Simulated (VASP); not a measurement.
# BaZrO3: single point with LDA

BaZrO3:

```xyz
5
Lattice="4.4896 0.0000 0.0000 0.0000 4.4896 0.0000 0.0000 0.0000 4.1475" Properties=species:S:1:pos:R:3 pbc="T T T"
Ba    2.2448    2.2448    2.0737
Zr    0.0000    0.0000    0.0000
O     2.2448    0.0000    0.0000
O     0.0000    2.2448    0.0000
O     0.0000    0.0000    2.0737
```

This cell differs from its parent crystal: normal strain along x +0.0825, normal strain along y +0.0825.

```
Program             : VASP 6.6.1
Task                : single point
Functional          : LDA
Potentials or basis : VASP PAW LDA potentials, release 64 (Ba_sv, Zr_sv, O)
Cutoff              : 520 eV
k mesh              : 6 × 6 × 6
Occupations         : gaussian, width 0.05 eV
Spin                : no spin polarisation
```

* Pressure: -17.5 GPa
* Band gap on the k mesh: 2.57 eV (least direct gap 2.85 eV)

Stress tensor (GPa, compression positive):
```
-21.60   0.00   0.00
  0.00 -21.60   0.00
  0.00   0.00  -9.41
```

Levels at points of the mesh, in eV from the valence-band top:
```tsv
k point	band 18	band 19	band 20	band 21	band 22	band 23
(0.00, 0.00, 0.00)	-0.37	-0.37	-0.28	2.57	2.88	2.88
(0.50, 0.00, 0.00)	-1.31	-0.61	-0.55	3.16	4.54	4.63
(0.50, 0.50, 0.00)	-1.29	-0.95	-0.19	4.63	4.63	5.15
(0.00, 0.00, 0.50)	-1.42	-0.62	-0.62	3.04	5.40	5.40
(0.50, 0.00, 0.50)	-0.81	-0.80	-0.11	4.57	5.32	5.43
(0.50, 0.50, 0.50)	-0.09	0.00	0.00	5.20	5.44	5.44
```

Wall time 110 s on 1 thread of Intel(R) Xeon(R) Platinum 8375C CPU @ 2.90GHz (Ice Lake), with other jobs on the host, peak memory 0.22 GiB.

Caveat: the cell differs from its parent crystal (normal strain along x +0.0825, normal strain along y +0.0825); the cell stands under tension; spin-orbit coupling is left out, which moves the levels of the heavy elements. A k mesh can miss the band edges.
